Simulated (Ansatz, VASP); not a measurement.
**One calculation of Bi, two programs**

INCAR

```
SYSTEM = Bi
  PREC = Accurate
  ENCUT = 600
  EDIFF = 1E-6
  ISMEAR = 0
  SIGMA = 0.1
  LREAL = .False.
  LASPH = .True.
  NELM = 80
  ALGO = Normal
  ISIF = 3
  LWAVE = .False.
  LCHARG = .False.
  GGA = PE
  IBRION = 2
  NSW = 90
  EDIFFG = -0.04
```

File KPOINTS:

```
Automatic mesh
0
Gamma
  4 6 4
  0 0 0
```

File POSCAR:

```
Bi
1.0
    6.7816323900      0.0000000000      0.0000000000
    0.0000000000      2.5747290800      0.0000000000
    0.0000000000      0.0000000000      4.3637139300
Bi
2
Direct
    0.2500000000      0.0000000000      0.3199127900
    0.7500000000      0.0000000000      0.6800872100
```

Input for Ansatz:

```yaml
crystal:
  lattice:
    - [6.78163239, 0.0, 0.0]
    - [0.0, 2.57472908, 0.0]
    - [0.0, 0.0, 4.36371393]
  atoms:
    - { symbol: Bi, position: [0.25, 0.0, 0.31991279] }
    - { symbol: Bi, position: [0.75, 0.0, 0.68008721] }
basis:
  ecutwfc: 420
kpoints:
  mp_grid: { grid: [4, 6, 4] }
hamiltonian:
  xc: pbe
scf:
  occupations: { method: gaussian, width: 0.1 }
  lower_state_search: "off"
output:
  forces: true
  stress: true
  eigenvalues: true
relax:
  adjacent_minimum: "off"
  f_tol: 0.04
  max_steps: 70
  cell: { stress_tol: 0.4 }
```

Alike in both runs: task relaxation of cell and atoms; functional PBE; k mesh 4 × 6 × 4; occupations gaussian, width 0.1 eV; no spin polarisation.

|  | VASP | Ansatz |
| --- | --- | --- |
| version | VASP 6.6.1 | Ansatz 0.2.0 |
| potentials or method | VASP PAW PBE potentials, release 64 (Bi_d), cutoff 600 eV | scalar-relativistic, plane waves, PAW |
| valence electrons in the cell | 30 | 30 |

```tsv
	VASP	Ansatz	Ansatz less VASP
gap on the k mesh at the Fermi level, each at its own relaxed structure (eV)	none	none	-
relaxed volume (Å³/atom)	33.88	33.88	+0.003
relaxed cell length with the largest relative difference (Å)	3.199	3.195	-0.0039
```

A gap of «none» marks a metal or a gap that the smearing closes.

The k mesh is coarse, so the values compare programs but aren't converged. Spin-orbit coupling is off throughout.
